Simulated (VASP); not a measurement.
# CuO in VASP: a series of runs, part 2 of 3

VASP 6.6.1.

### 3 Single point, PBEsol

This run uses another cell than the first one, of 10.67 Å³/atom, 0.938 times its volume.

INCAR

```
SYSTEM = CuO
PREC = Accurate
ENCUT = 520
EDIFF = 1E-6
ISMEAR = -1
SIGMA = 0.05
LREAL = .FALSE.
LASPH = .TRUE.
NELM = 100
ALGO = Normal
ISIF = 2
LWAVE = .FALSE.
LCHARG = .FALSE.
GGA = PS
NBANDS = 25
```

KPOINTS

```
Automatic mesh
0
G
  9 9 5
  0 0 0
```

POSCAR

```
CuO
1.0
    2.8952908125     -0.0158462793     -0.0037877651
    0.0234419545      2.8952219874     -0.0037549704
    0.0106873403      0.0105871478      5.0895490023
Cu O
2 2
Direct
    0.0000000000      0.5000000000      0.0000000000
    0.5000000000      0.0000000000      0.5000000000
    0.9996994158      0.0003048006      0.7500002384
    0.0003005842      0.9996951994      0.2499997616
```

Potentials or basis: VASP PAW PBE potentials, release 64 (Cu, O).

On the command line:

```bash
$ cat potpaw_PBE.64/Cu/POTCAR potpaw_PBE.64/O/POTCAR > POTCAR
$ mpirun -np 1 vasp_std > vasp.out
```

OUTCAR:

```text
SYSTEM = CuO
   PREC = Accurate
   ENCUT = 520
   EDIFF = 1E-6
   ISMEAR = -1
   LREAL = .FALSE.
   LASPH = .TRUE.
   NELM = 100
   ISIF = 2
   GGA = PS

 ion  position               nearest neighbor table
   1  0.000  0.500  0.000-   3 1.93   4 1.93   4 1.93   3 1.93
   2  0.500  0.000  0.500-   4 1.93   3 1.93   4 1.93   3 1.93
   3  1.000  0.000  0.750-   1 1.93   2 1.93   2 1.93   1 1.93
   4  0.000  1.000  0.250-   1 1.93   2 1.93   2 1.93   1 1.93

  LATTYP: Found a base centered monoclinic cell.
 ALAT       =     4.0999832105
 B/A-ratio  =     0.9973782190
 C/A-ratio  =     2.3551063820
 COS(beta)  =    -0.8498068014

  Lattice vectors:

 A1 = (  -2.8952908125,   0.0158462793,   0.0037877651)
 A2 = (  -0.0234419545,  -2.8952219874,   0.0037549704)
 A3 = (   5.8481528743,   5.7693385640,   5.0744635313)

Analysis of symmetry for initial positions (statically):
=====================================================================
 Subroutine PRICEL returns:
 Original cell was already a primitive cell.

 Routine SETGRP: Setting up the symmetry group for a
 base centered monoclinic supercell.

 Subroutine GETGRP returns: Found  4 space group operations
 (whereof  2 operations were pure point group operations)
 out of a pool of  4 trial point group operations.

The static configuration has the point symmetry S_2 .
 The point group associated with its full space group is C_2h.

Analysis of symmetry for dynamics (positions and initial velocities):
=====================================================================
 Subroutine PRICEL returns:
 Original cell was already a primitive cell.

 Routine SETGRP: Setting up the symmetry group for a
 base centered monoclinic supercell.

 Subroutine GETGRP returns: Found  4 space group operations
 (whereof  2 operations were pure point group operations)
 out of a pool of  4 trial point group operations.

The dynamic configuration has the point symmetry S_2 .
 The point group associated with its full space group is C_2h.

 Subroutine INISYM returns: Found  4 space group operations
 (whereof  2 operations are pure point group operations),
 and found     1 'primitive' translations

----------------------------------------------------------------------------------------

                                     Primitive cell

  volume of cell :      42.6653

  direct lattice vectors                    reciprocal lattice vectors
     2.895290812 -0.015846279 -0.003787765     0.345372197 -0.002797333 -0.000719414
     0.023441955  2.895221987 -0.003754970     0.001889364  0.345380424 -0.000722419
     0.010687340  0.010587148  5.089549002     0.000258428  0.000252733  0.196479995

  length of vectors
     2.895336654  2.895319323  5.089571235     0.345384274  0.345386347  0.196480327

  position of ions in fractional coordinates (direct lattice)
     1.000000000  0.500000000  1.000000000
     0.500000000  1.000000000  0.500000000
     0.999699416  0.000304801  0.750000238
     0.000300584  0.999695199  0.249999762

  ion indices of the primitive-cell ions
   primitive index   ion index
                 1           1
                 2           2
                 3           3
                 4           4

----------------------------------------------------------------------------------------

 KPOINTS: Automatic mesh

Automatic generation of k-mesh.
[... 24 lines left out ...]
  0.111111 -0.000000 -0.000000      4.000000
  0.222222 -0.000000 -0.000000      4.000000
  0.333333 -0.000000  0.000000      4.000000
  0.444444 -0.000000 -0.000000      4.000000
  0.111111  0.111111  0.000000      2.000000
[... 16 lines left out ...]
 -0.333333  0.333333  0.000000      2.000000
  0.444444  0.444444  0.000000      2.000000
 [... further k-points ...]
   k-points           NKPTS =    115   k-points in BZ     NKDIM =    115   number of bands    NBANDS=     25
   number of dos      NEDOS =    301   number of ions     NIONS =      4
   total plane-waves  NPLWV =  23040
   dimension x,y,z NGX =    24 NGY =   24 NGZ =   40
   dimension x,y,z NGXF=    48 NGYF=   48 NGZF=   80
   ions per type =               2   2
   NGX,Y,Z   is equivalent  to a cutoff of  13.78, 13.78, 13.07 a.u.
   NGXF,Y,Z  is equivalent  to a cutoff of  27.56, 27.56, 26.13 a.u.
 SYSTEM =  CuO
   PREC   = accura    normal or accurate (medium, high low for compatibility)
   ISTART =      0    job   : 0-new  1-cont  2-samecut
   ICHARG =      2    charge: 1-file 2-atom 10-const
   ISPIN  =      1    spin polarized calculation?
   LNONCOLLINEAR =      F non collinear calculations
   LSORBIT =      F    spin-orbit coupling
   LASPH  =      T    aspherical Exc in radial PAW
   ENCUT  =  520.0 eV  38.22 Ry    6.18 a.u.   5.38  5.38  9.46*2*pi/ulx,y,z
   NELM   =    100;   NELMIN=  2; NELMDL= -5     # of ELM steps
   EDIFF  = 0.1E-05   stopping-criterion for ELM
   LREAL  =      F    real-space projection
   EDIFFG = 0.1E-04   stopping-criterion for IOM
   NSW    =      0    number of steps for IOM
   IBRION =     -1    ionic relax: 0-MD 1-quasi-New 2-CG
   NFREE  =      0    steps in history (QN), initial steepest desc. (CG)
   ISIF   =      2    stress and relaxation
   ISYM   =      2    0-nonsym 1-usesym 2-fastsym
   POTIM  = 0.5000    time-step for ionic-motion
   TEBEG  =    0.0;   TEEND  =   0.0 temperature during run
   PSTRESS=    0.0 pullay stress
   NELECT =      34.0000    total number of electrons
   NUPDOWN=      -1.0000    fix difference up-down
   EMIN   =  10.00;   EMAX   =-10.00  energy-range for DOS
   EFERMI =   0.00;   METHOD = LEGACY
   ISMEAR =    -1;   SIGMA  =   0.05  broadening in eV -4-tet -1-fermi 0-gaus
   EFERMI_NEDOS =   21; number of points for ismear=-14 and -15
   IALGO  =     38    algorithm
   IMIX   =      4    mixing-type and parameters
     AMIX     =   0.40;   BMIX     =  1.00
     AMIX_MAG =   1.60;   BMIX_MAG =  1.00
  volume/ion in A,a.u.               =      10.67        71.98
  Fermi-wavevector in a.u.,A,eV,Ry     =   1.517782  2.868193 31.343239  2.303663
  Thomas-Fermi vector in A             =   2.626991
   LORBIT       =      0    0 simple, 1 ext, 2 COOP (PROOUT), +10 PAW based schemes
   GGA     = PS    functional components
   LHFCALC =     F    Hartree Fock is set to
   AEXX    =    0.0000 exact exchange contribution
   IVDW    =     0    specifies the selected vdW correction
   LEPSILON=     F    determine dielectric tensor
   LRPA    =     F    only Hartree local field effects (RPA)
 non-spin polarized calculation
  energy-cutoff  :      520.00
  volume of cell :       42.67
 maximum number of plane-waves:      1175
 NGX is ok and might be reduce to    24
   NGX = 11   NGY = 11   NGZ = 19

 number of electron      33.9999953 magnetization

 Free energy of the ion-electron system (eV)
  ---------------------------------------------------
  ext. energy  EPLUGINS =         0.00000000
  ---------------------------------------------------
  free energy    TOTEN  =       -21.48481687 eV

  energy without entropy =      -21.46610602  energy(sigma->0) =      -21.47546145

 E-fermi :   5.1926     XC(G=0): -11.8045

 val. band max:        5.1461253885   @ k =   0.4444   0.4444   0.4000
 cond. band min:       5.2393737030   @ k =  -0.4444   0.0000   0.2000
 fundamental gap:      0.0932483145
 Fermi energy:         5.1926156321

 k-point     1 :       0.0000    0.0000    0.0000
  band No.  band energies     occupation
      1     -14.8630      2.00000
      2     -13.4267      2.00000
      3      -3.3349      2.00000
      4      -0.5083      2.00000
      5      -0.5027      2.00000
      6       1.2484      2.00000
[... 661 lines left out ...]
     24      16.4091      0.00000
     25      17.1855      0.00000

 [... further k-points ...]

------------------------ aborting loop because EDIFF is reached ----------------------------------------

  FORCE on cell =-STRESS in cart. coord.  units (eV):
  Direction    XX          YY          ZZ          XY          YZ          ZX
  --------------------------------------------------------------------------------------
  -------------------------------------------------------------------------------------
  Total        0.1664948      0.1666035      0.2815131     -0.0040812     -0.0017886     -0.0018099
  in kB        6.2522487      6.2563325     10.5714413     -0.1532585     -0.0671654     -0.0679653
  external PRESSURE =       7.6933408 kB  Pullay stress =       0.0000000 kB

 VOLUME and BASIS-vectors are now :
 -----------------------------------------------------------------------------
  energy-cutoff  :      520.00
  volume of cell :       42.67
      direct lattice vectors                 reciprocal lattice vectors
     2.895290812 -0.015846279 -0.003787765     0.345372197 -0.002797333 -0.000719414
     0.023441955  2.895221987 -0.003754970     0.001889364  0.345380424 -0.000722419
     0.010687340  0.010587148  5.089549002     0.000258428  0.000252733  0.196479995

 POSITION                                       TOTAL-FORCE (eV/Angst)
 -----------------------------------------------------------------------------------
      0.01172      1.44761     -0.00188        -0.000000      0.000000      0.000000
      1.45299     -0.00263      2.54288        -0.000000      0.000000      0.000000
      2.90244     -0.00702      3.81338        -0.000186      0.000188      0.000000
      0.02698      2.89698      1.26863         0.000186     -0.000188     -0.000000
 -----------------------------------------------------------------------------------
    total drift:                                0.000000      0.000000     -0.000000

  FREE ENERGIE OF THE ION-ELECTRON SYSTEM (eV)
  ---------------------------------------------------
  free  energy   TOTEN  =       -21.4848168713 eV

  energy  without entropy=      -21.4661060241  energy(sigma->0) =      -21.47546145
```

Run time: 4 min. Hardware: 1 thread of AMD EPYC 7R13, shared host; peak memory 0.2 GiB.

What came out:

* Free energy: -21.4848 eV
* Pressure: 0.8 GPa
* Band gap on the k mesh: zero (band 17 reaches 5.91 eV, above the bottom of band 18 at 4.92 eV)

Caveat: the PAW data sets were made with another functional, which shifts forces and pressure a little; semilocal functionals often make such compounds metallic where correlation or magnetic order opens a gap, which also shifts bond lengths. With open d or f shells a metallic result of PBEsol can be an artefact of self-interaction; +U or a hybrid may open a gap.

(Part 2 of 3 ends here.)
